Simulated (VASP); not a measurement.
A run of VASP 6.6.1 is set up as follows.

Contents of INCAR:

```
SYSTEM = Ta3WN2
PREC = Accurate
ENCUT = 600
EDIFF = 1E-6
ISMEAR = 0
SIGMA = 0.1
LREAL = .FALSE.
LASPH = .TRUE.
NELM = 200
ALGO = Normal
ISIF = 2
LWAVE = .FALSE.
LCHARG = .TRUE.
ISPIN = 2
MAGMOM = 1 1 1 0 0 0
LORBIT = 11
LMAXMIX = 4
GGA = PE
LELF = .TRUE.
LVHAR = .TRUE.
NBANDS = 42
GGA_COMPAT = .FALSE.
```

Contents of KPOINTS:

```
Automatic mesh
0
G
  6 6 6
  0 0 0
```

POSCAR

```
Ta3WN2
1.0
    5.5516903100      0.0000000000      0.0000000000
   -2.7758451600      4.8079048500      0.0000000000
    0.0000000000      0.0000000000      3.1183092200
Ta W N
3 1 2
Direct
    0.5000000000      0.0000000000      0.5000000000
    0.5000000000      0.5000000000      0.5000000000
    0.0000000000      0.5000000000      0.5000000000
    0.0000000000      0.0000000000      0.0000000000
    0.3333333300      0.6666666700      0.0000000000
    0.6666666700      0.3333333300      0.0000000000
```

Potentials or basis: VASP PAW PBE potentials, release 64 (Ta_pv, W_sv, N).

The run is started by

```console
$ cat potpaw_PBE.64/Ta_pv/POTCAR potpaw_PBE.64/W_sv/POTCAR potpaw_PBE.64/N/POTCAR > POTCAR
$ mpirun -np 1 vasp_std > vasp.out
```

Question: Predict the pressure.

Answer: -6.8 GPa.

Question: Predict the net moment.

Answer: 0.00 μB per cell.

Stress tensor (GPa, compression positive):
```
  6.72   0.00   0.00
  0.00   6.72   0.00
  0.00   0.00 -33.73
```

Caveat: the stress differs along the axes, from -34 to 7 GPa.
